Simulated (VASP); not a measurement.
Wanted: the native input for a VASP 6.6.1 run.

- Task: single point
- Functional: PBE
- Potentials or basis: VASP PAW PBE potentials, release 64 (Mn_pv)
- Cutoff: 520 eV
- k mesh: 12 × 12 × 7
- Occupations: fermi-dirac, width 0.05 eV
- Spin: collinear spin, ferromagnetic start
- Starting moments: [-1.33, -1.45] μB
- Dipole correction: no
- Further INCAR settings: ALGO = Fast; EDIFF = 1e-06; NBANDS = 24

The structure of Mn lies in POSCAR:

```
Mn
1.0
    2.4836457705      0.0000000000      0.0000000000
   -1.2418228853      2.1509003313      0.0000000000
    0.0000000000      0.0000000000      4.0261950000
Mn
2
Direct
    0.3333333333      0.6666666667      0.2500000000
    0.6666666667      0.3333333333      0.7500000000
```

One way to write it, as run:

INCAR

```
SYSTEM = Mn
  ALGO = Fast
  EDIFF = 1E-6
  ENCUT = 520
  GGA = PE
  ISIF = 2
  ISMEAR = -1
  ISPIN = 2
  LASPH = .True.
  LCHARG = .True.
  LELF = .True.
  LMAXMIX = 4
  LORBIT = 11
  LREAL = .False.
  LVHAR = .True.
  LWAVE = .False.
  MAGMOM = -1.33 -1.45
  NBANDS = 24
  NELM = 150
  PREC = Accurate
  SIGMA = 0.05
```

KPOINTS

```
k-points
0
Gamma
  12 12 7
  0 0 0
```

Potentials or basis: VASP PAW PBE potentials, release 64 (Mn_pv).

Launch:

```console
$ cat potpaw_PBE.64/Mn_pv/POTCAR > POTCAR
$ mpirun -np 1 vasp_std > vasp.out
```

Results of the run:

| Item | Value |
| --- | --- |
| Pressure | -1.3 GPa |
| Band gap on the k mesh | zero (filled and empty bands overlap) |
| Net moment | 0.00 μB per cell |
| Site moments | Mn +0.04, -0.04 μB |
| Valence electrons inside the program's atomic spheres | Mn 11.98 |

It took 35 s on 1 thread of Intel(R) Xeon(R) 6975P-C (Granite Rapids), with other jobs on the host, peak memory 0.16 GiB.
